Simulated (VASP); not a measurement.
# CoSi2 (Cm) in VASP: notebook

Runs on CoSi2. Level: PBEsol. Tasks: single point.

Everything below comes from runs of VASP 6.6.1. Logs are shortened: lines on timing, memory, paths and dates and some standing lists are left out, and cuts for length are marked.

### 1 The cell of the first run

It takes space group Cm (No. 8, monoclinic). The conventional cell has a = 5.313 Å, b = 5.313 Å, c = 3.757 Å, α = 90.00°, β = 135.00°, γ = 90.00°. Within 2.9 Å of Co (site symmetry m) lie 8 Si at 2.20 to 2.40 Å. Within 2.9 Å of Si (site symmetry 1) lie 4 Co at 2.20 to 2.40 Å and 6 Si at 2.45 to 2.86 Å.

### 2 Single point, PBEsol (atoms displaced along several vibrational modes)

The input, INCAR:

```
SYSTEM = CoSi2
PREC = Accurate
ENCUT = 600
EDIFF = 1E-6
ISMEAR = 0
SIGMA = 0.15
LREAL = .False.
LASPH = .True.
NELM = 120
ALGO = Normal
ISIF = 2
LWAVE = .False.
LCHARG = .True.
GGA = PS
LELF = .True.
LVHAR = .True.
NBANDS = 16
GGA_COMPAT = .False.
```

The input, KPOINTS:

```
Automatic mesh
0
Gamma
  14 14 14
  0 0 0
```

The input, POSCAR:

```
CoSi2
1.0
    0.0000000000      2.6563531747      2.6563531747
    2.6563531747      0.0000000000      2.6563531747
    2.6563531747      2.6563531747      0.0000000000
Co Si
1 2
Direct
    0.0066917154     -0.0066917154     -0.0066917154
    0.2235351456      0.2764648544      0.2375769531
    0.7624230469      0.7375769531      0.7764648544
```

Potentials or basis: VASP PAW PBE potentials, release 64 (Co, Si).

The run is started by

```sh
$ cat potpaw_PBE.64/Co/POTCAR potpaw_PBE.64/Si/POTCAR > POTCAR
$ mpirun -np 1 vasp_std > vasp.out
```

OUTCAR:

```text
SYSTEM = CoSi2
   PREC = Accurate
   ENCUT = 600
   EDIFF = 1E-6
   ISMEAR = 0
   LREAL = .False.
   LASPH = .True.
   NELM = 120
   ISIF = 2
   GGA = PS

 ion  position               nearest neighbor table
   1  0.007  0.993  0.993-   3 2.20   2 2.20   3 2.29   2 2.29   3 2.32   2 2.32   3 2.40   2 2.40

   2  0.224  0.276  0.238-   1 2.20   1 2.29   1 2.32   1 2.40   3 2.45   3 2.66   3 2.66   3 2.66
                             3 2.66   3 2.86
   3  0.762  0.738  0.776-   1 2.20   1 2.29   1 2.32   1 2.40   2 2.45   2 2.66   2 2.66   2 2.66
                             2 2.66   2 2.86

  LATTYP: Found a face centered cubic cell.
 ALAT       =     5.3127063494

  Lattice vectors:

 A1 = (   0.0000000000,   2.6563531747,   2.6563531747)
 A2 = (   2.6563531747,   0.0000000000,   2.6563531747)
 A3 = (   2.6563531747,   2.6563531747,   0.0000000000)

Analysis of symmetry for initial positions (statically):
=====================================================================
 Subroutine PRICEL returns:
 Original cell was already a primitive cell.

 Routine SETGRP: Setting up the symmetry group for a
 face centered cubic supercell.

 Subroutine GETGRP returns: Found  2 space group operations
 (whereof  2 operations were pure point group operations)
 out of a pool of 48 trial point group operations.

The static configuration has the point symmetry C_1h.

Analysis of symmetry for dynamics (positions and initial velocities):
=====================================================================
 Subroutine PRICEL returns:
 Original cell was already a primitive cell.

 Routine SETGRP: Setting up the symmetry group for a
 face centered cubic supercell.

 Subroutine GETGRP returns: Found  2 space group operations
 (whereof  2 operations were pure point group operations)
 out of a pool of 48 trial point group operations.

The dynamic configuration has the point symmetry C_1h.

 Subroutine INISYM returns: Found  2 space group operations
 (whereof  2 operations are pure point group operations),
 and found     1 'primitive' translations

----------------------------------------------------------------------------------------

                                     Primitive cell

  volume of cell :      37.4876

  direct lattice vectors                    reciprocal lattice vectors
     0.000000000  2.656353175  2.656353175    -0.188227983  0.188227983  0.188227983
[... 89 lines left out ...]
   LREAL  =      F    real-space projection
   EDIFFG = 0.1E-04   stopping-criterion for IOM
   NSW    =      0    number of steps for IOM
   IBRION =     -1    ionic relax: 0-MD 1-quasi-New 2-CG
   NFREE  =      0    steps in history (QN), initial steepest desc. (CG)
   ISIF   =      2    stress and relaxation
   ISYM   =      2    0-nonsym 1-usesym 2-fastsym
   POTIM  = 0.5000    time-step for ionic-motion
   TEBEG  =    0.0;   TEEND  =   0.0 temperature during run
   PSTRESS=    0.0 pullay stress
   NELECT =      17.0000    total number of electrons
   NUPDOWN=      -1.0000    fix difference up-down
   EMIN   =  10.00;   EMAX   =-10.00  energy-range for DOS
   EFERMI =   0.00;   METHOD = LEGACY
   ISMEAR =     0;   SIGMA  =   0.15  broadening in eV -4-tet -1-fermi 0-gaus
   EFERMI_NEDOS =   21; number of points for ismear=-14 and -15
   IALGO  =     38    algorithm
   IMIX   =      4    mixing-type and parameters
     AMIX     =   0.40;   BMIX     =  1.00
     AMIX_MAG =   1.60;   BMIX_MAG =  1.00
  volume/ion in A,a.u.               =      12.50        84.33
  Fermi-wavevector in a.u.,A,eV,Ry     =   1.257753  2.376808 21.523632  1.581942
  Thomas-Fermi vector in A             =   2.391396
   LORBIT       =      0    0 simple, 1 ext, 2 COOP (PROOUT), +10 PAW based schemes
   GGA     = PS    functional components
   LHFCALC =     F    Hartree Fock is set to
   AEXX    =    0.0000 exact exchange contribution
   IVDW    =     0    specifies the selected vdW correction
   LEPSILON=     F    determine dielectric tensor
   LRPA    =     F    only Hartree local field effects (RPA)
 non-spin polarized calculation
 Gauss-broadening in eV      SIGMA  =   0.15
  energy-cutoff  :      600.00
  volume of cell :       37.49
 maximum number of plane-waves:      1268
   NGX = 15   NGY = 15   NGZ = 15

 number of electron      16.9999998 magnetization

 Free energy of the ion-electron system (eV)
  ---------------------------------------------------
  ext. energy  EPLUGINS =         0.00000000
  ---------------------------------------------------
  free energy    TOTEN  =       -20.81899007 eV

  energy without entropy =      -20.80721735  energy(sigma->0) =      -20.81310371

 E-fermi :  10.3575     XC(G=0): -11.9601

 val. band max:       10.3502258704   @ k =   0.1429   0.0714   0.2857
 cond. band min:      10.3624177276   @ k =  -0.0714   0.0714  -0.2143
 fundamental gap:      0.0121918573
 Fermi energy:        10.3574598286

 k-point     1 :       0.0000    0.0000    0.0000
  band No.  band energies     occupation
      1      -3.0165      2.00000
      2       6.0256      2.00000
      3       6.0313      2.00000
      4       6.2790      2.00000
      5       8.3137      2.00000
      6       8.3848      2.00000
[... 433 lines left out ...]
      3       6.0755      2.00000
      4       6.1464      2.00000
      5       8.1292      2.00000
      6       8.4214      2.00000
[... 8 lines left out ...]
     15      16.3993      0.00000
     16      16.4982      0.00000

 [... further k-points ...]

------------------------ aborting loop because EDIFF is reached ----------------------------------------

  FORCE on cell =-STRESS in cart. coord.  units (eV):
  Direction    XX          YY          ZZ          XY          YZ          ZX
  --------------------------------------------------------------------------------------
  -------------------------------------------------------------------------------------
  Total        0.3381450      0.9256760      0.4064794      0.0000000      0.0000000      1.9506464
  in kB       14.4519376     39.5623569     17.3724747      0.0000000      0.0000000     83.3684407
  external PRESSURE =      23.7955897 kB  Pullay stress =       0.0000000 kB

 VOLUME and BASIS-vectors are now :
 -----------------------------------------------------------------------------
  energy-cutoff  :      600.00
  volume of cell :       37.49
      direct lattice vectors                 reciprocal lattice vectors
     0.000000000  2.656353175  2.656353175    -0.188227983  0.188227983  0.188227983
     2.656353175  0.000000000  2.656353175     0.188227983 -0.188227983  0.188227983
     2.656353175  2.656353175  0.000000000     0.188227983  0.188227983 -0.188227983

 POSITION                                       TOTAL-FORCE (eV/Angst)
 -----------------------------------------------------------------------------------
      5.27716      2.65635      2.65635         0.950305      0.000000      0.343593
      1.36548      1.22488      1.32818        -0.475152      1.346684     -0.171796
      4.02183      4.08783      3.98453        -0.475152     -1.346684     -0.171796
 -----------------------------------------------------------------------------------
    total drift:                                0.000162     -0.000001      0.000001

  FREE ENERGIE OF THE ION-ELECTRON SYSTEM (eV)
  ---------------------------------------------------
  free  energy   TOTEN  =       -20.8189900735 eV

  energy  without entropy=      -20.8072173479  energy(sigma->0) =      -20.81310371
```

OSZICAR:

```text
N       E                     dE             d eps       ncg     rms          rms(c)
DAV:   1     0.651196769154E+02    0.65120E+02   -0.75055E+03 23856   0.115E+03
DAV:   2    -0.188477052930E+02   -0.83967E+02   -0.74975E+02 26536   0.217E+02
DAV:   3    -0.223924646512E+02   -0.35448E+01   -0.34692E+01 31200   0.488E+01
DAV:   4    -0.224549849082E+02   -0.62520E-01   -0.62478E-01 28728   0.608E+00
DAV:   5    -0.224568630327E+02   -0.18781E-02   -0.18780E-02 31704   0.110E+00    0.155E+01
DAV:   6    -0.260283336176E+02   -0.35715E+01   -0.25666E+01 24984   0.107E+02    0.176E+01
DAV:   7    -0.208719551541E+02    0.51564E+01   -0.11426E+01 30000   0.840E+01    0.350E+00
DAV:   8    -0.208568348604E+02    0.15120E-01   -0.78900E-01 29608   0.581E+00    0.196E+00
DAV:   9    -0.208195446723E+02    0.37290E-01   -0.92821E-02 29056   0.573E+00    0.494E-01
DAV:  10    -0.208190937888E+02    0.45088E-03   -0.64646E-03 34752   0.123E+00    0.125E-01
DAV:  11    -0.208189806901E+02    0.11310E-03   -0.66339E-04 33816   0.456E-01    0.430E-02
DAV:  12    -0.208189915480E+02   -0.10858E-04   -0.39020E-05 28056   0.459E-02    0.125E-02
DAV:  13    -0.208189899633E+02    0.15847E-05   -0.54678E-06 32440   0.431E-02    0.550E-03
DAV:  14    -0.208189900735E+02   -0.11016E-06   -0.72518E-07 15320   0.564E-03
   1 F= -.20818990E+02 E0= -.20813104E+02  d E =-.117727E-01
```

stdout:

```text
POSCAR found type information on POSCAR CoSi
 POSCAR found :  2 types and       3 ions
 scaLAPACK will be used
 -----------------------------------------------------------------------------
|                                                                             |
|                                                                             |
|     You enforced a specific xc type in the INCAR file but a different       |
|     I HOPE YOU KNOW WHAT YOU ARE DOING!                                     |
|                                                                             |
 -----------------------------------------------------------------------------

 LDA part: xc-table for (Slater+PW92), standard interpolation
 POSCAR, INCAR and KPOINTS ok, starting setup
 FFT: planning ... GRIDC
 FFT: planning ... GRID_SOFT
 FFT: planning ... GRID
 WAVECAR not read
 entering main loop
```

It took 17 min on 1 thread of Oxide Virtual Turin-like, shared host; peak memory 0.58 GiB.

Results:

| Property | Result |
| --- | --- |
| Free energy | -20.8190 eV |
| Pressure | 2.4 GPa |
| Largest force | 1.438 eV/Å |
| Band gap on the k mesh | zero (an odd number of electrons rules out a gap without spin polarisation) |

Forces in eV/Å, atoms in the order of the input:
```
Co   0.950  0.000  0.344
Si  -0.475  1.347 -0.172
Si  -0.475 -1.347 -0.172
```

Levels at points of the mesh, in eV from the Fermi level:
| k point | band 6 | band 7 | band 8 | band 9 | band 10 | band 11 | band 12 | band 13 |
| --- | --- | --- | --- | --- | --- | --- | --- | --- |
| (0.00, 0.00, 0.00) | -1.97 | 0.97 | 2.79 | 3.25 | 3.29 | 3.56 | 3.60 | 3.68 |
| (0.50, 0.00, 0.00) | -1.78 | -1.59 | -0.75 | 0.23 | 2.39 | 3.11 | 3.72 | 4.47 |
| (0.00, 0.50, 0.00) | -1.89 | -1.74 | -1.13 | -0.21 | 2.78 | 3.34 | 3.89 | 4.54 |
| (0.50, 0.50, 0.00) | -2.43 | -2.08 | -1.78 | -1.40 | 1.64 | 2.79 | 8.60 | 9.89 |
| (0.00, 0.50, 0.50) | -2.43 | -2.05 | -1.76 | -1.40 | 1.63 | 2.78 | 8.62 | 9.89 |
| (0.50, 0.00, 0.50) | -2.24 | -2.00 | -1.90 | -1.44 | 1.61 | 2.87 | 8.66 | 9.66 |

Caveat: the cell differs from its parent crystal (atoms displaced along several vibrational modes); the PAW data sets were made with another functional, which shifts forces and pressure a little; an odd number of electrons without spin polarisation forces a metal; a magnetic or distorted state may lie lower.

### 3 Single point, PBEsol (atoms displaced along several vibrational modes)

The input, INCAR:

```
SYSTEM = CoSi2
  PREC = Accurate
  ENCUT = 600
  EDIFF = 1E-6
  ISMEAR = 0
  SIGMA = 0.15
  LREAL = .FALSE.
  LASPH = .TRUE.
  NELM = 120
  ALGO = Normal
  ISIF = 2
  LWAVE = .FALSE.
  LCHARG = .TRUE.
  GGA = PS
  LELF = .TRUE.
  LVHAR = .TRUE.
  NBANDS = 16
  GGA_COMPAT = .FALSE.
```

The input, KPOINTS:

```
Automatic mesh
0
G
  14 14 14
  0 0 0
```

The input, POSCAR:

```
CoSi2
1.0
    0.0000000000      2.6563531747      2.6563531747
    2.6563531747      0.0000000000      2.6563531747
    2.6563531747      2.6563531747      0.0000000000
Co Si
1 2
Direct
    0.0134013711     -0.0134013711     -0.0134013711
    0.2164954190      0.2835045810      0.2446166797
    0.7553833203      0.7446166797      0.7835045810
```

Potentials or basis: VASP PAW PBE potentials, release 64 (Co, Si).

The run is started by

```sh
$ cat potpaw_PBE.64/Co/POTCAR potpaw_PBE.64/Si/POTCAR > POTCAR
$ mpirun -np 1 vasp_std > vasp.out
```

OUTCAR:

```text
SYSTEM = CoSi2
   PREC = Accurate
   ENCUT = 600
   EDIFF = 1E-6
   ISMEAR = 0
   LREAL = .FALSE.
   LASPH = .TRUE.
   NELM = 120
   ISIF = 2
   GGA = PS

 ion  position               nearest neighbor table
   1  0.013  0.987  0.987-   3 2.16   2 2.16   2 2.28   3 2.28   2 2.33   3 2.33   3 2.45   2 2.45

   2  0.216  0.284  0.245-   1 2.16   1 2.28   1 2.33   1 2.45   3 2.45   3 2.66   3 2.66   3 2.66
                             3 2.66   3 2.86
   3  0.755  0.745  0.784-   1 2.16   1 2.28   1 2.33   1 2.45   2 2.45   2 2.66   2 2.66   2 2.66
                             2 2.66   2 2.86

  LATTYP: Found a face centered cubic cell.
 ALAT       =     5.3127063494

  Lattice vectors:

 A1 = (   0.0000000000,   2.6563531747,   2.6563531747)
 A2 = (   2.6563531747,   0.0000000000,   2.6563531747)
 A3 = (   2.6563531747,   2.6563531747,   0.0000000000)

Analysis of symmetry for initial positions (statically):
=====================================================================
 Subroutine PRICEL returns:
 Original cell was already a primitive cell.

 Routine SETGRP: Setting up the symmetry group for a
 face centered cubic supercell.

[... 171 lines left out ...]
 cond. band min:      10.3682187963   @ k =   0.0714  -0.2857   0.0000
 fundamental gap:      0.0051549712
 Fermi energy:        10.3649511126

 k-point     1 :       0.0000    0.0000    0.0000
  band No.  band energies     occupation
      1      -3.0136      2.00000
      2       6.0160      2.00000
      3       6.0305      2.00000
      4       6.2693      2.00000
      5       8.2884      2.00000
      6       8.3577      2.00000
[... 433 lines left out ...]
      3       6.0686      2.00000
      4       6.1523      2.00000
      5       8.1115      2.00000
      6       8.3870      2.00000
[... 8 lines left out ...]
     15      16.4222      0.00000
     16      16.5838      0.00000

 [... further k-points ...]

------------------------ aborting loop because EDIFF is reached ----------------------------------------

  FORCE on cell =-STRESS in cart. coord.  units (eV):
  Direction    XX          YY          ZZ          XY          YZ          ZX
  --------------------------------------------------------------------------------------
  -------------------------------------------------------------------------------------
  Total        0.5338720      1.3208624      0.8155651      0.0000000      0.0000000      1.9982807
  in kB       22.8170912     56.4521782     34.8563389      0.0000000      0.0000000     85.4042792
  external PRESSURE =      38.0418694 kB  Pullay stress =       0.0000000 kB

 VOLUME and BASIS-vectors are now :
 -----------------------------------------------------------------------------
  energy-cutoff  :      600.00
  volume of cell :       37.49
      direct lattice vectors                 reciprocal lattice vectors
     0.000000000  2.656353175  2.656353175    -0.188227983  0.188227983  0.188227983
     2.656353175  0.000000000  2.656353175     0.188227983 -0.188227983  0.188227983
     2.656353175  2.656353175  0.000000000     0.188227983  0.188227983 -0.188227983

 POSITION                                       TOTAL-FORCE (eV/Angst)
 -----------------------------------------------------------------------------------
      5.24151      2.65635      2.65635         1.902826      0.000000      0.696349
      1.40288      1.22488      1.32818        -0.951413      1.381473     -0.348175
      4.05923      4.08783      3.98453        -0.951413     -1.381473     -0.348175
 -----------------------------------------------------------------------------------
    total drift:                               -0.000006     -0.000001     -0.000026

  FREE ENERGIE OF THE ION-ELECTRON SYSTEM (eV)
  ---------------------------------------------------
  free  energy   TOTEN  =       -20.7147994277 eV

  energy  without entropy=      -20.7030302771  energy(sigma->0) =      -20.70891485
```

stdout:

```text
POSCAR found type information on POSCAR CoSi
 POSCAR found :  2 types and       3 ions
 scaLAPACK will be used
 -----------------------------------------------------------------------------
|                                                                             |
|                                                                             |
|     You enforced a specific xc type in the INCAR file but a different       |
|     I HOPE YOU KNOW WHAT YOU ARE DOING!                                     |
|                                                                             |
 -----------------------------------------------------------------------------

 LDA part: xc-table for (Slater+PW92), standard interpolation
 POSCAR, INCAR and KPOINTS ok, starting setup
 FFT: planning ... GRIDC
 FFT: planning ... GRID_SOFT
 FFT: planning ... GRID
 WAVECAR not read
 entering main loop
```

It took 16 min on 1 thread of Oxide Virtual Turin-like, shared host; peak memory 0.58 GiB.

What came out:

```
Free energy            : -20.7148 eV
Pressure               : 3.8 GPa
Largest force          : 2.026 eV/Å
Band gap on the k mesh : zero (an odd number of electrons rules out a gap without spin polarisation)
```

Forces on the atoms (eV/Å):
```
Co   1.903  0.000  0.696
Si  -0.951  1.381 -0.348
Si  -0.951 -1.381 -0.348
```

Stress tensor (GPa, compression positive):
```
2.28 0.00 8.54
0.00 5.65 0.00
8.54 0.00 3.49
```

Caveat: the cell differs from its parent crystal (atoms displaced along several vibrational modes); the cell stands under pressure; the PAW data sets were made with another functional, which shifts forces and pressure a little; an odd number of electrons without spin polarisation forces a metal; a magnetic or distorted state may lie lower.
